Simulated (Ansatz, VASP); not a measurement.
Te in VASP and in Ansatz

```xyz
2
Lattice="4.1141 0.0000 0.0000 -2.0570 3.5629 0.0000 0.0000 0.0000 4.4453" Properties=species:S:1:pos:R:3 pbc="T T T"
Te    0.0000    2.3753    1.1113
Te    2.0570    1.1876    3.3340
```

Alike in both runs: task single point; functional r2SCAN; k mesh 10 × 10 × 8; occupations fermi-dirac, width 0.1 eV; no spin polarisation.

```csv
,VASP,Ansatz
version,VASP 6.6.1,Ansatz 0.2.0
potentials or method,"VASP PAW PBE potentials, release 64 (Te), cutoff 520 eV","plane waves (500 eV) with PAW, scalar-relativistic"
valence electrons in the cell,12,32
```

```csv
,VASP,Ansatz,Ansatz less VASP
pressure (GPa),-2.0,-2.0,+0.05
"traceless stress, the component that is largest in VASP (GPa)",-0.95,-0.94,+0.012
```

VASP's potentials were made for PBE, not for r2SCAN. VASP's potentials hold 12 valence electrons a cell and Ansatz's 32, so a difference there can come from the potentials and not from the codes.

Neither program's run includes spin-orbit coupling.
